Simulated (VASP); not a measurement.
# MnO (Fm-3m) in VASP: settings compared, part 2 of 2

VASP 6.6.1. The steps go on from the part before.

### 4 Single point, PBE+D4, collinear spin, ferromagnetic start

This run uses another cell than the first one, of 10.62 Å³/atom.

INCAR

```
SYSTEM = MnO
PREC = Accurate ; ENCUT = 520
EDIFF = 1E-6 ; ISMEAR = -1
SIGMA = 0.05 ; LREAL = .False.
LASPH = .True. ; NELM = 150
ALGO = Normal ; ISIF = 2
LWAVE = .False. ; LCHARG = .False.
ISPIN = 2 ; MAGMOM = 4 0
LORBIT = 11 ; LMAXMIX = 4
GGA = PE ; IVDW = 13
NBANDS = 20
```

KPOINTS

```
Automatic mesh
0
Gamma
  10 10 10
  0 0 0
```

POSCAR

```
MnO
1.0
    0.0000000000      2.1979077931      2.1979077931
    2.1979077931      0.0000000000      2.1979077931
    2.1979077931      2.1979077931      0.0000000000
Mn O
1 1
Direct
    0.0000000000      0.0000000000      0.0000000000
    0.5000000000      0.5000000000      0.5000000000
```

Potentials or basis: VASP PAW PBE potentials, release 64 (Mn_pv, O).

Launch:

```bash
$ cat potpaw_PBE.64/Mn_pv/POTCAR potpaw_PBE.64/O/POTCAR > POTCAR
$ mpirun -np 1 vasp_std > vasp.out
```

OUTCAR:

```text
SYSTEM = MnO
   PREC = Accurate
   ENCUT = 520
   EDIFF = 1E-6
   ISMEAR = -1
   LREAL = .False.
   LASPH = .True.
   NELM = 150
   ISIF = 2
   ISPIN = 2
   LORBIT = 11
   GGA = PE
   IVDW = 13

 ion  position               nearest neighbor table
   1  0.000  0.000  0.000-   2 2.20   2 2.20   2 2.20   2 2.20   2 2.20   2 2.20
   2  0.500  0.500  0.500-   1 2.20   1 2.20   1 2.20   1 2.20   1 2.20   1 2.20

  LATTYP: Found a face centered cubic cell.
 ALAT       =     4.3958155862

  Lattice vectors:

 A1 = (   0.0000000000,   2.1979077931,   2.1979077931)
 A2 = (   2.1979077931,   0.0000000000,   2.1979077931)
 A3 = (   2.1979077931,   2.1979077931,   0.0000000000)

Analysis of symmetry for initial positions (statically):
=====================================================================
 Subroutine PRICEL returns:
 Original cell was already a primitive cell.

 Routine SETGRP: Setting up the symmetry group for a
 face centered cubic supercell.

 Subroutine GETGRP returns: Found 48 space group operations
 (whereof 48 operations were pure point group operations)
 out of a pool of 48 trial point group operations.

The static configuration has the point symmetry O_h .

Analysis of symmetry for dynamics (positions and initial velocities):
=====================================================================
 Subroutine PRICEL returns:
 Original cell was already a primitive cell.

 Routine SETGRP: Setting up the symmetry group for a
 face centered cubic supercell.

 Subroutine GETGRP returns: Found 48 space group operations
 (whereof 48 operations were pure point group operations)
 out of a pool of 48 trial point group operations.

The dynamic configuration has the point symmetry O_h .

Analysis of structural, dynamic, and magnetic symmetry:
=====================================================================
 Subroutine PRICEL returns:
 Original cell was already a primitive cell.

 Routine SETGRP: Setting up the symmetry group for a
 face centered cubic supercell.

 Subroutine GETGRP returns: Found 48 space group operations
 (whereof 48 operations were pure point group operations)
 out of a pool of 48 trial point group operations.

The overall configuration has the point symmetry O_h .

 Subroutine INISYM returns: Found 48 space group operations
 (whereof 48 operations are pure point group operations),
 and found     1 'primitive' translations

----------------------------------------------------------------------------------------

                                     Primitive cell

  volume of cell :      21.2353

  direct lattice vectors                    reciprocal lattice vectors
     0.000000000  2.197907793  2.197907793    -0.227489070  0.227489070  0.227489070
     2.197907793  0.000000000  2.197907793     0.227489070 -0.227489070  0.227489070
     2.197907793  2.197907793  0.000000000     0.227489070  0.227489070 -0.227489070

  length of vectors
     3.108311010  3.108311010  3.108311010     0.394022628  0.394022628  0.394022628

  position of ions in fractional coordinates (direct lattice)
     0.000000000  0.000000000  0.000000000
     0.500000000  0.500000000  0.500000000

  ion indices of the primitive-cell ions
   primitive index   ion index
                 1           1
                 2           2

----------------------------------------------------------------------------------------

[... 65 lines left out ...]
   LSORBIT =      F    spin-orbit coupling
   LASPH  =      T    aspherical Exc in radial PAW
   ENCUT  =  520.0 eV  38.22 Ry    6.18 a.u.   5.78  5.78  5.78*2*pi/ulx,y,z
   NELM   =    150;   NELMIN=  2; NELMDL= -5     # of ELM steps
   EDIFF  = 0.1E-05   stopping-criterion for ELM
   LREAL  =      F    real-space projection
   EDIFFG = 0.1E-04   stopping-criterion for IOM
   NSW    =      0    number of steps for IOM
   IBRION =     -1    ionic relax: 0-MD 1-quasi-New 2-CG
   NFREE  =      0    steps in history (QN), initial steepest desc. (CG)
   ISIF   =      2    stress and relaxation
   ISYM   =      2    0-nonsym 1-usesym 2-fastsym
   POTIM  = 0.5000    time-step for ionic-motion
   TEBEG  =    0.0;   TEEND  =   0.0 temperature during run
   PSTRESS=    0.0 pullay stress
   NELECT =      19.0000    total number of electrons
   NUPDOWN=      -1.0000    fix difference up-down
   EMIN   =  10.00;   EMAX   =-10.00  energy-range for DOS
   EFERMI =   0.00;   METHOD = LEGACY
   ISMEAR =    -1;   SIGMA  =   0.05  broadening in eV -4-tet -1-fermi 0-gaus
   EFERMI_NEDOS =   21; number of points for ismear=-14 and -15
   IALGO  =     38    algorithm
   IMIX   =      4    mixing-type and parameters
     AMIX     =   0.40;   BMIX     =  1.00
     AMIX_MAG =   1.60;   BMIX_MAG =  1.00
  volume/ion in A,a.u.               =      10.62        71.65
  Fermi-wavevector in a.u.,A,eV,Ry     =   1.577514  2.981069 33.858785  2.488551
  Thomas-Fermi vector in A             =   2.678185
   LORBIT       =     11    0 simple, 1 ext, 2 COOP (PROOUT), +10 PAW based schemes
   GGA     = PE    functional components
   LHFCALC =     F    Hartree Fock is set to
   AEXX    =    0.0000 exact exchange contribution
   IVDW    =    13    specifies the selected vdW correction
   LEPSILON=     F    determine dielectric tensor
   LRPA    =     F    only Hartree local field effects (RPA)
 spin polarized calculation
  energy-cutoff  :      520.00
  volume of cell :       21.24
 maximum number of plane-waves:       588
   NGX = 11   NGY = 11   NGZ = 11

 number of electron      19.0000000 magnetization       4.6769947

 Free energy of the ion-electron system (eV)
  ---------------------------------------------------
  ext. energy  EPLUGINS =         0.00000000
  ---------------------------------------------------
  free energy    TOTEN  =       -16.39438747 eV

  energy without entropy =      -16.38371797  energy(sigma->0) =      -16.38905272

 E-fermi :   7.9923     XC(G=0): -12.0601

 val. band max:        7.9758760715   @ k =  -0.3000   0.3000   0.0000
 cond. band min:       7.9982715273   @ k =  -0.4000   0.2000   0.0000
 fundamental gap:      0.0223954558
 Fermi energy:         7.9922661953

 spin component 1

 k-point     1 :       0.0000    0.0000    0.0000
  band No.  band energies     occupation
      1     -42.3787      1.00000
      2     -42.3786      1.00000
      3     -42.3786      1.00000
      4     -12.6093      1.00000
      5       4.0473      1.00000
      6       4.0473      1.00000
[... 541 lines left out ...]
     19      33.2834      0.00000
     20      34.9205      0.00000

 [... further k-points ...]

 spin component 2

 k-point     1 :       0.0000    0.0000    0.0000
  band No.  band energies     occupation
      1     -37.7915      1.00000
      2     -37.7915      1.00000
      3     -37.7915      1.00000
      4     -12.1733      1.00000
      5       4.4273      1.00000
      6       4.4274      1.00000
[... 541 lines left out ...]
     19      34.2754      0.00000
     20      35.9154      0.00000

 [... further k-points ...]

------------------------ aborting loop because EDIFF is reached ----------------------------------------

  DFT-D4 for vdW energy calculation

  Edisp (eV):   -0.65755

  FORCE on cell =-STRESS in cart. coord.  units (eV):
  Direction    XX          YY          ZZ          XY          YZ          ZX
  --------------------------------------------------------------------------------------
  -------------------------------------------------------------------------------------
  Total       0.03323     0.03323     0.03323    -0.00000    -0.00000     0.00000
  in kB       2.50707     2.50707     2.50707    -0.00000    -0.00000     0.00000
  external pressure =        2.51 kB  Pullay stress =        0.00 kB

 VOLUME and BASIS-vectors are now :
 -----------------------------------------------------------------------------
  energy-cutoff  :      520.00
  volume of cell :       21.24
      direct lattice vectors                 reciprocal lattice vectors
     0.000000000  2.197907793  2.197907793    -0.227489070  0.227489070  0.227489070
     2.197907793  0.000000000  2.197907793     0.227489070 -0.227489070  0.227489070
     2.197907793  2.197907793  0.000000000     0.227489070  0.227489070 -0.227489070

 POSITION                                       TOTAL-FORCE (eV/Angst)
 -----------------------------------------------------------------------------------
      0.00000      0.00000      0.00000         0.000000      0.000000     -0.000000
      2.19791      2.19791      2.19791        -0.000000     -0.000000      0.000000
 -----------------------------------------------------------------------------------
    total drift:                                0.000000     -0.000000     -0.000000

  FREE ENERGIE OF THE ION-ELECTRON SYSTEM (eV)
  ---------------------------------------------------
  free  energy   TOTEN  =       -17.0519344674 eV

  energy  without entropy=      -17.0412649594  energy(sigma->0) =      -17.04659971

 total charge

# of ion       s       p       d       tot
------------------------------------------
    1        0.208   6.187   4.997  11.392
    2        1.562   3.427   0.000   4.988
--------------------------------------------------
tot          1.769   9.614   4.997  16.380

 magnetization (x)

# of ion       s       p       d       tot
------------------------------------------
    1        0.033   0.026   4.200   4.259
    2        0.031   0.165   0.000   0.196
--------------------------------------------------
tot          0.064   0.192   4.200   4.456
```

OSZICAR:

```text
N       E                     dE             d eps       ncg     rms          rms(c)
DAV:   1     0.168105994320E+03    0.16811E+03   -0.10339E+04  3780   0.112E+03
DAV:   2    -0.103817648088E+02   -0.17849E+03   -0.16631E+03  3856   0.328E+02
DAV:   3    -0.186268743326E+02   -0.82451E+01   -0.81530E+01  4244   0.756E+01
DAV:   4    -0.186866916845E+02   -0.59817E-01   -0.59803E-01  4288   0.664E+00
DAV:   5    -0.186872031541E+02   -0.51147E-03   -0.51146E-03  4208   0.612E-01    0.142E+01
DAV:   6    -0.166918721917E+02    0.19953E+01   -0.92363E+00  5124   0.342E+01    0.131E+01
DAV:   7    -0.164048461162E+02    0.28703E+00   -0.12076E+00  4356   0.160E+01    0.799E+00
DAV:   8    -0.164051621927E+02   -0.31608E-03   -0.10687E-01  4096   0.244E+00    0.485E+00
DAV:   9    -0.163897351580E+02    0.15427E-01   -0.37507E-02  4104   0.209E+00    0.128E+00
DAV:  10    -0.163943085070E+02   -0.45733E-02   -0.69806E-03  4056   0.983E-01    0.222E-01
DAV:  11    -0.163943266741E+02   -0.18167E-04   -0.12461E-03  4256   0.301E-01    0.979E-02
DAV:  12    -0.163943736364E+02   -0.46962E-04   -0.50466E-05  4140   0.810E-02    0.294E-02
DAV:  13    -0.163943811116E+02   -0.74753E-05   -0.63159E-06  4268   0.228E-02    0.276E-02
DAV:  14    -0.163943874791E+02   -0.63675E-05   -0.71344E-06  4152   0.199E-02    0.762E-03
DAV:  15    -0.163943874748E+02    0.43083E-08   -0.29790E-07  2692   0.510E-03
   1 F= -.17051934E+02 E0= -.17046600E+02  d E =-.106695E-01  mag=     4.6770
```

It took 45 s on 1 thread of AMD EPYC 7R13 (Zen 3), shared host; peak memory 0.13 GiB.

What came out:

```
Free energy                                           : -17.0519 eV
Pressure                                              : 0.3 GPa
Net moment                                            : 4.68 μB per cell
Site moments                                          : Mn +4.26; O +0.20 μB
Valence electrons inside the program's atomic spheres : Mn 11.39; O 4.99
Dispersion energy per atom                            : -0.329 eV
```

Caveat: a cell with one magnetic atom can't hold antiferromagnetic order, which such compounds often take; semilocal functionals often make such compounds metallic where correlation or magnetic order opens a gap, which also shifts bond lengths. With open d or f shells a metallic result of PBE can be an artefact of self-interaction; +U or a hybrid may open a gap.

### 5 Single point, PBEsol+D3(BJ), collinear spin, ferromagnetic start

This run uses another cell than the first one, of 11.03 Å³/atom.

INCAR

```
SYSTEM = MnO
ALGO = Normal
EDIFF = 1E-7
ENCUT = 520
GGA = PS
ISIF = 2
ISMEAR = -1
ISPIN = 2
IVDW = 12
LASPH = .True.
LCHARG = .False.
LMAXMIX = 4
LORBIT = 11
LREAL = .False.
LWAVE = .False.
MAGMOM = 4 0
NBANDS = 20
NELM = 150
PREC = Accurate
SIGMA = 0.05
```

KPOINTS

```
k-points
0
Gamma
  10 10 10
  0 0 0
```

POSCAR

```
MnO
1.0
    0.0000000000      2.2261898104      2.2261898104
    2.2261898104      0.0000000000      2.2261898104
    2.2261898104      2.2261898104      0.0000000000
Mn O
1 1
Direct
    0.0000000000      0.0000000000      0.0000000000
    0.5000000000      0.5000000000      0.5000000000
```

Launch:

```bash
$ cat potpaw_PBE.64/Mn_pv/POTCAR potpaw_PBE.64/O/POTCAR > POTCAR
$ mpirun -np 1 vasp_std > vasp.out
```

It took 44 s on 1 thread of AMD EPYC 7R13 (Zen 3), shared host; peak memory 0.14 GiB.

It converged, with:

| Item | Value |
| --- | --- |
| Free energy | -17.7525 eV |
| Pressure | 0.3 GPa |
| Net moment | 4.77 μB per cell |
| Site moments | Mn +4.33; O +0.20 μB |
| Valence electrons inside the program's atomic spheres | Mn 11.35; O 4.95 |
| Dispersion energy per atom | -0.269 eV |

Levels at points of the mesh, in eV from the Fermi level:
Spin up:
```
           k point  band 9  band 10  band 11  band 12  band 13  band 14  band 15  band 16
(0.00, 0.00, 0.00)   -3.21    -3.21    -2.68    -2.68    -0.62    13.76    16.14    16.14
(0.50, 0.00, 0.00)   -2.30    -1.87     0.22     0.22     3.33     7.63    11.69    11.69
(0.50, 0.50, 0.00)   -2.25    -2.02    -2.02    -1.90     4.88     7.69    10.25    13.48
```
Spin down:
| k point | band 5 | band 6 | band 7 | band 8 | band 9 | band 10 |
| --- | --- | --- | --- | --- | --- | --- |
| (0.00, 0.00, 0.00) | -3.33 | -3.33 | -3.33 | 0.68 | 0.71 | 0.71 |
| (0.50, 0.00, 0.00) | -7.37 | -4.82 | -4.82 | 1.91 | 1.95 | 1.95 |
| (0.50, 0.50, 0.00) | -6.41 | -4.31 | -4.31 | -0.88 | 1.94 | 2.14 |

Caveat: the PAW data sets were made with another functional, which shifts forces and pressure a little; a cell with one magnetic atom can't hold antiferromagnetic order, which such compounds often take; semilocal functionals often make such compounds metallic where correlation or magnetic order opens a gap, which also shifts bond lengths. With open d or f shells a metallic result of PBEsol can be an artefact of self-interaction; +U or a hybrid may open a gap.

### 6 The runs side by side

| level | cell | k mesh | grid for exact exchange (PRECFOCK) | share of exact exchange | gap on the mesh (eV) | pressure (GPa) | moment (μB) |
| --- | --- | --- | --- | --- | --- | --- | --- |
| r2SCAN50 | a = 3.145 Å, angles 60.0°, 2 atoms | 5 × 5 × 5 | Normal | 0.5 | 5.35 | -2.6 | 5.00 |
| PBEsol+D4 | a = 3.091 Å, angles 60.0°, 2 atoms | 10 × 10 × 10 | - | - | none | 0.4 | 4.57 |
| PBE+D4 | a = 3.108 Å, angles 60.0°, 2 atoms | 10 × 10 × 10 | - | - | none | 0.3 | 4.68 |
| PBEsol+D3(BJ) | a = 3.148 Å, angles 60.0°, 2 atoms | 10 × 10 × 10 | - | - | none | 0.3 | 4.77 |

Alike in all rows: task single point; potentials or basis VASP PAW PBE potentials, release 64 (Mn_pv, O); spin collinear, ferromagnetic start; cutoff (eV) 520; smearing fermi-dirac 0.05 eV.

Caveats: some runs use coarse meshes; a cell with one magnetic atom can't hold antiferromagnetic order, which such compounds often take; the PAW data sets were made with another functional, which shifts forces and pressure a little (at least some runs); semilocal functionals often make such compounds metallic where correlation or magnetic order opens a gap, which also shifts bond lengths (at least some runs); an odd mesh through Γ misses points on the zone boundary, where band edges can lie (at least some runs).

Absolute energies hang on the potentials; compare differences alone.

The gap in the log of VASP goes by the Fermi energy; the results here count the filled bands.